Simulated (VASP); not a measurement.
Here is a VASP 6.6.1 calculation.

POSCAR

```
InPd
1.0
    3.2718847800      0.0000000000      0.0000000000
    0.0000000000      3.2718847800      0.0000000000
    0.0000000000      0.0000000000      3.2718847800
In Pd
1 1
Direct
    0.0000000000      0.0000000000      0.0000000000
    0.5000000000      0.5000000000      0.5000000000
```

The input INCAR.step1:

```
PREC = Accurate ; ENCUT = 600
ISMEAR = -1 ; SIGMA = 0.1
LREAL = F ; LASPH = T
NELM = 100 ; GGA = PE
ALGO = Normal ; EDIFF = 1E-4
LWAVE = T ; LCHARG = F
```

The input INCAR.step2:

```
PREC = Accurate ; ENCUT = 600
EDIFF = 1E-7 ; ISMEAR = -1
SIGMA = 0.1 ; LREAL = F
LASPH = T ; NELM = 100
ALGO = Normal ; ISIF = 3
LWAVE = F ; LCHARG = F
METAGGA = R2SCAN ; LMIXTAU = T
IBRION = 2 ; NSW = 100
EDIFFG = -0.002 ; ISTART = 1
```

Contents of KPOINTS:

```
Automatic mesh
0
Gamma
  14 14 14
```

Potentials or basis: VASP PAW PBE potentials, release 64 (In_d, Pd).

Run with:

```sh
$ cat potpaw_PBE.64/In_d/POTCAR potpaw_PBE.64/Pd/POTCAR > POTCAR
$ cp INCAR.step1 INCAR
$ mpirun -np 1 vasp_std > vasp.out
$ cp INCAR.step2 INCAR
$ mpirun -np 1 vasp_std > vasp.out
```

Q: What does it give for the space group after relaxing (to 0.1 Å)?

A: Pm-3m (No. 221).

Q: Predict the band gap on the k mesh.

A: Zero (an odd number of electrons rules out a gap without spin polarisation).

Q: What does it give for the relaxed cell?

A: a = 3.272 Å, b = 3.272 Å, c = 3.272 Å, α = 90.00°, β = 90.00°, γ = 90.00°.

Final structure:
```
In Pd
1.0
     3.27226    0.00000    0.00000
     0.00000    3.27226    0.00000
     0.00000    0.00000    3.27226
In Pd
1 1
Cartesian
  0.0000 0.0000 0.0000
  1.6361 1.6361 1.6361
```

Caveat: spin-orbit coupling is left out, which moves the levels of the heavy elements.
